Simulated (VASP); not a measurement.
# Sn2Te3Pt (P6/mmm) in VASP: notebook

The runs below take Sn2Te3Pt through single point, relaxation of cell and atoms, with PBE.

Everything below comes from runs of VASP 6.6.1. Logs are shortened: lines on timing, memory, paths and dates and some standing lists are left out, and cuts for length are marked.

## 1. The cell of the first run

The structure is hexagonal, space group P6/mmm (No. 191). Conventional cell: a = 6.537 Å, b = 6.537 Å, c = 4.800 Å, α = 90.00°, β = 90.00°, γ = 120.00°. Sn (site symmetry -6m2) has 6 Te at 3.05 Å and 3 Sn at 3.77 Å and 3 Pt at 3.77 Å within 4.0 Å. Within 4.0 Å of Te (site symmetry mmm) lie 4 Sn at 3.05 Å and 4 Te at 3.27 Å. Within 5.0 Å of Pt (site symmetry 6/mmm) lie 6 Sn at 3.77 Å and 12 Te at 4.05 Å and 2 Pt at 4.80 Å.

## 2. Single point, PBE

INCAR reads:

```
SYSTEM = Sn2Te3Pt
  PREC = Accurate
  ENCUT = 520
  EDIFF = 1E-6
  ISMEAR = 0
  SIGMA = 0.1
  LREAL = .False.
  LASPH = .True.
  NELM = 100
  ALGO = Normal
  ISIF = 2
  LWAVE = .False.
  LCHARG = .False.
  GGA = PE
  NBANDS = 37
```

KPOINTS reads:

```
Automatic mesh
0
Gamma
  3 3 4
  0 0 0
```

POSCAR reads:

```
Sn2Te3Pt
1.0
    6.5366835200      0.0000000000      0.0000000000
   -3.2683417600      5.6609339800      0.0000000000
    0.0000000000      0.0000000000      4.8002584100
Sn Te Pt
2 3 1
Direct
    0.6666666700      0.3333333300      0.0000000000
    0.3333333300      0.6666666700      0.0000000000
    0.0000000000      0.5000000000      0.5000000000
    0.5000000000      0.0000000000      0.5000000000
    0.5000000000      0.5000000000      0.5000000000
    0.0000000000      0.0000000000      0.0000000000
```

Potentials or basis: VASP PAW PBE potentials, release 64 (Sn_d, Te, Pt).

Run with:

```
$ cat potpaw_PBE.64/Sn_d/POTCAR potpaw_PBE.64/Te/POTCAR potpaw_PBE.64/Pt/POTCAR > POTCAR
$ mpirun -np 1 vasp_std > vasp.out
```

OUTCAR:

```text
SYSTEM = Sn2Te3Pt
   PREC = Accurate
   ENCUT = 520
   EDIFF = 1E-6
   ISMEAR = 0
   LREAL = .False.
   LASPH = .True.
   NELM = 100
   ISIF = 2
   GGA = PE

 ion  position               nearest neighbor table
   1  0.667  0.333  0.000-   4 3.05   4 3.05   3 3.05   3 3.05   5 3.05   5 3.05
   2  0.333  0.667  0.000-   4 3.05   4 3.05   3 3.05   3 3.05   5 3.05   5 3.05
   3  0.000  0.500  0.500-   1 3.05   2 3.05   1 3.05   2 3.05   4 3.27   4 3.27   5 3.27   5 3.27

   4  0.500  0.000  0.500-   1 3.05   2 3.05   1 3.05   2 3.05   3 3.27   5 3.27   5 3.27   3 3.27

   5  0.500  0.500  0.500-   1 3.05   2 3.05   1 3.05   2 3.05   4 3.27   4 3.27   3 3.27   3 3.27

   6  0.000  0.000  0.000-

  LATTYP: Found a hexagonal cell.
 ALAT       =     6.5366835200
 C/A-ratio  =     0.7343568639

  Lattice vectors:

 A1 = (   6.5366835200,   0.0000000000,   0.0000000000)
 A2 = (  -3.2683417600,   5.6609339800,   0.0000000000)
 A3 = (   0.0000000000,   0.0000000000,   4.8002584100)

Analysis of symmetry for initial positions (statically):
=====================================================================
 Subroutine PRICEL returns:
 Original cell was already a primitive cell.

 Routine SETGRP: Setting up the symmetry group for a
 hexagonal supercell.

 Subroutine GETGRP returns: Found 24 space group operations
 (whereof 24 operations were pure point group operations)
 out of a pool of 24 trial point group operations.

The static configuration has the point symmetry D_6h.

Analysis of symmetry for dynamics (positions and initial velocities):
=====================================================================
 Subroutine PRICEL returns:
 Original cell was already a primitive cell.

 Routine SETGRP: Setting up the symmetry group for a
 hexagonal supercell.

 Subroutine GETGRP returns: Found 24 space group operations
 (whereof 24 operations were pure point group operations)
 out of a pool of 24 trial point group operations.

The dynamic configuration has the point symmetry D_6h.

 Subroutine INISYM returns: Found 24 space group operations
 (whereof 24 operations are pure point group operations),
 and found     1 'primitive' translations

----------------------------------------------------------------------------------------

                                     Primitive cell

[... 82 lines left out ...]
   EDIFF  = 0.1E-05   stopping-criterion for ELM
   LREAL  =      F    real-space projection
   EDIFFG = 0.1E-04   stopping-criterion for IOM
   NSW    =      0    number of steps for IOM
   IBRION =     -1    ionic relax: 0-MD 1-quasi-New 2-CG
   NFREE  =      0    steps in history (QN), initial steepest desc. (CG)
   ISIF   =      2    stress and relaxation
   ISYM   =      2    0-nonsym 1-usesym 2-fastsym
   POTIM  = 0.5000    time-step for ionic-motion
   TEBEG  =    0.0;   TEEND  =   0.0 temperature during run
   PSTRESS=    0.0 pullay stress
   NELECT =      56.0000    total number of electrons
   NUPDOWN=      -1.0000    fix difference up-down
   EMIN   =  10.00;   EMAX   =-10.00  energy-range for DOS
   EFERMI =   0.00;   METHOD = LEGACY
   ISMEAR =     0;   SIGMA  =   0.10  broadening in eV -4-tet -1-fermi 0-gaus
   EFERMI_NEDOS =   21; number of points for ismear=-14 and -15
   IALGO  =     38    algorithm
   IMIX   =      4    mixing-type and parameters
     AMIX     =   0.40;   BMIX     =  1.00
     AMIX_MAG =   1.60;   BMIX_MAG =  1.00
  volume/ion in A,a.u.               =      29.60       199.78
  Fermi-wavevector in a.u.,A,eV,Ry     =   1.114211  2.105554 16.891173  1.241466
  Thomas-Fermi vector in A             =   2.250804
   LORBIT       =      0    0 simple, 1 ext, 2 COOP (PROOUT), +10 PAW based schemes
   GGA     = PE    functional components
   LHFCALC =     F    Hartree Fock is set to
   AEXX    =    0.0000 exact exchange contribution
   IVDW    =     0    specifies the selected vdW correction
   LEPSILON=     F    determine dielectric tensor
   LRPA    =     F    only Hartree local field effects (RPA)
 non-spin polarized calculation
 Gauss-broadening in eV      SIGMA  =   0.10
  energy-cutoff  :      520.00
  volume of cell :      177.63
 maximum number of plane-waves:      4806
 NGX is ok and might be reduce to    50
   NGX = 25   NGY = 25   NGZ = 17

 number of electron      56.0000004 magnetization

 Free energy of the ion-electron system (eV)
  ---------------------------------------------------
  ext. energy  EPLUGINS =         0.00000000
  ---------------------------------------------------
  free energy    TOTEN  =       -18.64876223 eV

  energy without entropy =      -18.59725228  energy(sigma->0) =      -18.62300725

 E-fermi :   6.3169     XC(G=0):  -9.7161

 val. band max:        6.3163342753   @ k =   0.3333   0.3333   0.5000
 cond. band min:       6.3220735219   @ k =   0.3333   0.0000   0.0000
 fundamental gap:      0.0057392467
 Fermi energy:         6.3168652359

 k-point     1 :       0.0000    0.0000    0.0000
  band No.  band energies     occupation
      1     -15.3556      2.00000
      2     -15.3555      2.00000
      3     -15.3555      2.00000
      4     -15.3535      2.00000
      5     -15.3535      2.00000
      6     -15.3380      2.00000
[... 349 lines left out ...]
     36      11.2921      0.00000
     37      11.3773      0.00000

------------------------ aborting loop because EDIFF is reached ----------------------------------------

  FORCE on cell =-STRESS in cart. coord.  units (eV):
  Direction    XX          YY          ZZ          XY          YZ          ZX
  --------------------------------------------------------------------------------------
  -------------------------------------------------------------------------------------
  Total        3.2501139      3.2501139      6.2015627      0.0000000      0.0000000      0.0000000
  in kB       29.3156146     29.3156145     55.9373076      0.0000000      0.0000000      0.0000000
  external PRESSURE =      38.1895122 kB  Pullay stress =       0.0000000 kB

 VOLUME and BASIS-vectors are now :
 -----------------------------------------------------------------------------
  energy-cutoff  :      520.00
  volume of cell :      177.63
      direct lattice vectors                 reciprocal lattice vectors
     6.536683520  0.000000000  0.000000000     0.152982777  0.088324648  0.000000000
    -3.268341760  5.660933980  0.000000000     0.000000000  0.176649296  0.000000000
     0.000000000  0.000000000  4.800258410     0.000000000  0.000000000  0.208322118

 POSITION                                       TOTAL-FORCE (eV/Angst)
 -----------------------------------------------------------------------------------
      3.26834      1.88698      0.00000         0.000000      0.000000      0.000000
     -0.00000      3.77396      0.00000        -0.000000      0.000000      0.000000
     -1.63417      2.83047      2.40013        -0.000000      0.000000      0.000000
      3.26834      0.00000      2.40013        -0.000000      0.000000      0.000000
      1.63417      2.83047      2.40013        -0.000000      0.000000      0.000000
      0.00000      0.00000      0.00000        -0.000000      0.000000      0.000000
 -----------------------------------------------------------------------------------
    total drift:                               -0.000000      0.000000     -0.000000

  FREE ENERGIE OF THE ION-ELECTRON SYSTEM (eV)
  ---------------------------------------------------
  free  energy   TOTEN  =       -18.6487622269 eV

  energy  without entropy=      -18.5972522784  energy(sigma->0) =      -18.62300725
```

OSZICAR:

```text
N       E                     dE             d eps       ncg     rms          rms(c)
DAV:   1     0.506333532371E+03    0.50633E+03   -0.24958E+04   681   0.168E+03
DAV:   2     0.499412822267E+02   -0.45639E+03   -0.44168E+03   682   0.449E+02
DAV:   3    -0.153664106407E+02   -0.65308E+02   -0.63333E+02   798   0.150E+02
DAV:   4    -0.188629283193E+02   -0.34965E+01   -0.34470E+01   765   0.360E+01
DAV:   5    -0.189846671214E+02   -0.12174E+00   -0.12159E+00   907   0.712E+00    0.125E+01
DAV:   6    -0.193854832300E+02   -0.40082E+00   -0.65345E+00   797   0.735E+00    0.111E+01
DAV:   7    -0.187686801703E+02    0.61680E+00   -0.56968E+00   769   0.485E+00    0.728E+00
DAV:   8    -0.186594595505E+02    0.10922E+00   -0.31443E-01   737   0.240E+00    0.986E-01
DAV:   9    -0.186486381698E+02    0.10821E-01   -0.58997E-02   736   0.118E+00    0.527E-01
DAV:  10    -0.186487485790E+02   -0.11041E-03   -0.25789E-03   870   0.259E-01    0.267E-01
DAV:  11    -0.186487689287E+02   -0.20350E-04   -0.23207E-04   858   0.819E-02    0.745E-02
DAV:  12    -0.186487644479E+02    0.44808E-05   -0.41346E-05   673   0.330E-02    0.281E-02
DAV:  13    -0.186487626453E+02    0.18027E-05   -0.99862E-06   681   0.170E-02    0.137E-02
DAV:  14    -0.186487622269E+02    0.41838E-06   -0.97726E-07   431   0.526E-03
   1 F= -.18648762E+02 E0= -.18623007E+02  d E =-.515099E-01
```

stdout:

```text
POSCAR found type information on POSCAR SnTePt
 POSCAR found :  3 types and       6 ions
 scaLAPACK will be used
 LDA part: xc-table for (Slater+PW92), standard interpolation
 POSCAR, INCAR and KPOINTS ok, starting setup
 FFT: planning ... GRIDC
 FFT: planning ... GRID_SOFT
 FFT: planning ... GRID
 WAVECAR not read
 entering main loop
```

Run time: 43 s. Hardware: 1 thread of AMD EPYC 9R14 (Zen 4), shared host; peak memory 0.28 GiB.

What came out:

- Free energy: -18.6488 eV
- Pressure: 3.8 GPa
- Band gap on the k mesh: zero (band 28 reaches 7.49 eV, above the bottom of band 29 at 6.16 eV)

Caveat: the k points lie up to 0.37 Å⁻¹ apart; spin-orbit coupling is left out, which moves the levels of the heavy elements.

## 3. Single point, PBE

This run uses another cell than the first one, of 30.71 Å³/atom, 1.037 times its volume.

INCAR reads:

```
SYSTEM = Sn2Te3Pt
  PREC = Accurate
  ENCUT = 520
  EDIFF = 1E-6
  ISMEAR = 0
  SIGMA = 0.1
  LREAL = .FALSE.
  LASPH = .TRUE.
  NELM = 100
  ALGO = Normal
  ISIF = 2
  LWAVE = .FALSE.
  LCHARG = .FALSE.
  GGA = PE
  NBANDS = 37
```

KPOINTS reads:

```
regular mesh
0
G
  6 6 8
  0 0 0
```

POSCAR reads:

```
Sn2Te3Pt
1.0
    5.7882636843      0.0000000000      0.0000000000
   -2.8941318422      5.0127833944      0.0000000000
    0.0000000000      0.0000000000      6.3494215376
Sn Te Pt
2 3 1
Direct
    0.6666666667      0.3333333333      0.0000000000
    0.3333333333      0.6666666667      0.0000000000
    0.0000000000      0.5000000000      0.5000000000
    0.5000000000      0.0000000000      0.5000000000
    0.5000000000      0.5000000000      0.5000000000
    0.0000000000      0.0000000000      0.0000000000
```

Potentials or basis: VASP PAW PBE potentials, release 64 (Sn_d, Te, Pt).

Run with:

```
$ cat potpaw_PBE.64/Sn_d/POTCAR potpaw_PBE.64/Te/POTCAR potpaw_PBE.64/Pt/POTCAR > POTCAR
$ mpirun -np 1 vasp_std > vasp.out
```

Wall time 4.2 min (1 thread of Intel Xeon 6975P-C, shared host); peak memory 0.46 GiB.

Results (log left out):

* Free energy: -20.3437 eV
* Pressure: 0.0 GPa
* Band gap on the k mesh: zero (band 28 reaches 7.21 eV, above the bottom of band 29 at 5.72 eV)

Levels at points of the mesh, in eV from the Fermi level:
| k point | band 25 | band 26 | band 27 | band 28 | band 29 | band 30 | band 31 | band 32 |
| --- | --- | --- | --- | --- | --- | --- | --- | --- |
| (0.00, 0.00, 0.00) | -1.02 | -0.85 | 0.09 | 0.15 | 0.73 | 0.73 | 1.16 | 1.16 |
| (0.50, 0.00, 0.00) | -1.57 | -1.36 | -0.78 | -0.78 | -0.59 | -0.48 | 1.97 | 3.05 |
| (0.00, 0.00, 0.50) | -0.84 | -0.84 | -0.57 | 0.35 | 0.61 | 0.61 | 1.83 | 1.83 |
| (0.50, 0.00, 0.50) | -1.58 | -1.32 | -0.83 | -0.78 | -0.54 | 0.57 | 0.60 | 0.79 |

Caveat: spin-orbit coupling is left out, which moves the levels of the heavy elements.

## 4. Relaxation of cell and atoms, PBE

INCAR reads:

```
SYSTEM = Sn2Te3Pt
ALGO = Normal ; EDIFF = 1E-7
EDIFFG = -0.01 ; ENCUT = 600
GGA = PE ; IBRION = 2
ISIF = 3 ; ISMEAR = 0
LASPH = .TRUE. ; LCHARG = .FALSE.
LREAL = .FALSE. ; LWAVE = .FALSE.
NELM = 100 ; NSW = 100
PREC = Accurate ; SIGMA = 0.1
```

KPOINTS reads:

```
k-points
0
G
  6 6 8
  0 0 0
```

POSCAR reads:

```
Sn2Te3Pt
1.0
    6.5366835200      0.0000000000      0.0000000000
   -3.2683417600      5.6609339800      0.0000000000
    0.0000000000      0.0000000000      4.8002584100
Sn Te Pt
2 3 1
Direct
    0.6666666700      0.3333333300      0.0000000000
    0.3333333300      0.6666666700      0.0000000000
    0.0000000000      0.5000000000      0.5000000000
    0.5000000000      0.0000000000      0.5000000000
    0.5000000000      0.5000000000      0.5000000000
    0.0000000000      0.0000000000      0.0000000000
```

Run with:

```
$ cat potpaw_PBE.64/Sn_d/POTCAR potpaw_PBE.64/Te/POTCAR potpaw_PBE.64/Pt/POTCAR > POTCAR
$ mpirun -np 1 vasp_std > vasp.out
```

Wall time 55 min (1 thread of Intel Xeon 6975P-C, shared host); peak memory 0.54 GiB.

It converged, with:

| Quantity | Value |
| --- | --- |
| Free energy | -20.3377 eV |
| Relaxed volume | 30.66 Å³/atom |
| Relaxed cell | a = 5.790 Å, b = 5.790 Å, c = 6.336 Å, α = 90.00°, β = 90.00°, γ = 120.00° |
| Space group after relaxing (to 0.05 Å) | P6/mmm (No. 191) |
| Energy gained by relaxing | 255.5 meV/atom |
| Ionic steps | 12 |
| Pressure after relaxing | 0.0 GPa |
| Band gap on the k mesh | zero (band 28 reaches 7.22 eV, above the bottom of band 29 at 5.74 eV) |

The path:
| step | energy change (eV) | largest force (eV/Å) | pressure (GPa) | volume (Å³) |
| --- | --- | --- | --- | --- |
| 1 | 0.0000 | 0.0000 | 3.12 | 177.63 |
| 2 | -0.3907 | 0.0000 | -1.15 | 192.57 |
| 3 | -0.4129 | 0.0000 | -2.53 | 199.86 |
| 4 | -0.8312 | 0.0000 | -2.11 | 193.64 |
| 5 | -1.1788 | 0.0000 | 5.95 | 170.19 |
| 6 | -1.3448 | 0.0000 | -0.98 | 184.96 |
| 7 | -1.5035 | 0.0000 | 1.20 | 177.84 |
| 8 | -1.5015 | 0.0000 | 1.43 | 177.32 |
| 9 | -1.4982 | 0.0000 | 0.71 | 184.46 |
| 10 | -1.5205 | 0.0000 | 0.99 | 180.79 |
| 11 | -1.5198 | 0.0000 | -0.94 | 187.35 |
| 12 | -1.5327 | 0.0000 | 0.00 | 183.95 |

Final structure:
```xyz
6
Lattice="5.7899 0.0000 0.0000 -2.8949 5.0142 0.0000 0.0000 0.0000 6.3364" Properties=species:S:1:pos:R:3 pbc="T T T"
Sn    2.8949    1.6714    0.0000
Sn    0.0000    3.3428    0.0000
Te   -1.4475    2.5071    3.1682
Te    2.8949    0.0000    3.1682
Te    1.4475    2.5071    3.1682
Pt    0.0000    0.0000    0.0000
```

Levels at points of the mesh, in eV from the Fermi level:
```tsv
k point	band 24	band 25	band 26	band 27	band 28	band 29	band 30	band 31	band 32	band 33
(0.00, 0.00, 0.00)	-1.02	-1.02	-0.85	0.08	0.14	0.73	0.73	1.16	1.16	3.05
(0.50, 0.00, 0.00)	-1.78	-1.58	-1.36	-0.78	-0.78	-0.59	-0.48	1.96	3.04	3.44
(0.00, 0.00, 0.50)	-0.87	-0.84	-0.84	-0.56	0.35	0.61	0.61	1.84	1.84	2.00
(0.50, 0.00, 0.50)	-1.76	-1.58	-1.32	-0.83	-0.78	-0.54	0.57	0.61	0.80	2.53
```

Caveat: spin-orbit coupling is left out, which moves the levels of the heavy elements.

## 5. Overview

| task | cell | k mesh | cutoff (eV) | gap on the mesh (eV) | pressure (GPa) |
| --- | --- | --- | --- | --- | --- |
| single point | a = 6.537, b = 6.537, c = 4.800 Å, angles 90.0, 90.0, 120.0°, 6 atoms | 3 × 3 × 4 | 520 | none | 3.8 |
| single point | a = 5.788, b = 5.788, c = 6.349 Å, angles 90.0, 90.0, 120.0°, 6 atoms | 6 × 6 × 8 | 520 | none | 0.0 |
| relaxation of cell and atoms | relaxed from a = 6.537, b = 6.537, c = 4.800 Å, angles 90.0, 90.0, 120.0°, 6 atoms | 6 × 6 × 8 | 600 | none | 0.0 |

Alike in all rows: level PBE; potentials or basis VASP PAW PBE potentials, release 64 (Sn_d, Te, Pt); no spin polarisation; smearing gaussian 0.1 eV.

Caveats: some runs use coarse meshes; spin-orbit coupling is left out, which moves the levels of the heavy elements.

Total energies depend on the potentials used, so only differences within one code and one set of settings carry meaning.
